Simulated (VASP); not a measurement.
Write the native input for VASP 6.6.1 that does the following.

```
Task                   : single point
Functional             : PBE
Potentials or basis    : VASP PAW PBE potentials, release 64 (O, B)
Cutoff                 : 520 eV
k mesh                 : 11 × 11 × 4
Occupations            : fermi-dirac, width 0.05 eV
Spin                   : no spin polarisation
Dipole correction      : no
Further INCAR settings : ALGO = Normal; EDIFF = 1e-06; NBANDS = 21
```

The structure of B2O lies in POSCAR:

```
B2O
1.0
    2.8980667808      0.0000000000      0.0000000000
   -1.4490333904      2.5097994541      0.0000000000
    0.0000000000      0.0000000000      7.0987033478
O B
2 4
Direct
    0.3333333333      0.6666666667      0.6940000000
    0.6666666667      0.3333333333      0.3060000000
    0.3333333333      0.6666666667      0.9770000000
    0.6666666667      0.3333333333      0.0230000000
    0.0000000000      0.0000000000      0.6200000000
    0.0000000000      0.0000000000      0.3800000000
```

These files were run (other wordings do the same):

INCAR

```
SYSTEM = B2O
  PREC = Accurate
  ENCUT = 520
  EDIFF = 1E-6
  ISMEAR = -1
  SIGMA = 0.05
  LREAL = .FALSE.
  LASPH = .TRUE.
  NELM = 80
  ALGO = Normal
  ISIF = 2
  LWAVE = .FALSE.
  LCHARG = .FALSE.
  GGA = PE
  NBANDS = 21
```

KPOINTS

```
Automatic mesh
0
G
  11 11 4
  0 0 0
```

Potentials or basis: VASP PAW PBE potentials, release 64 (O, B).

Run with:

```sh
$ cat potpaw_PBE.64/O/POTCAR potpaw_PBE.64/B/POTCAR > POTCAR
$ mpirun -np 1 vasp_std > vasp.out
```

Results of the run:

```json
{
  "Pressure": "-21.4 GPa",
  "Largest force": "0.249 eV/Å",
  "Band gap on the k mesh": "zero (band 12 reaches 6.50 eV, above the bottom of band 13 at 5.37 eV)"
}
```

It took 26 s on 1 thread of Intel(R) Xeon(R) 6975P-C (Granite Rapids), with other jobs on the host, peak memory 0.2 GiB.
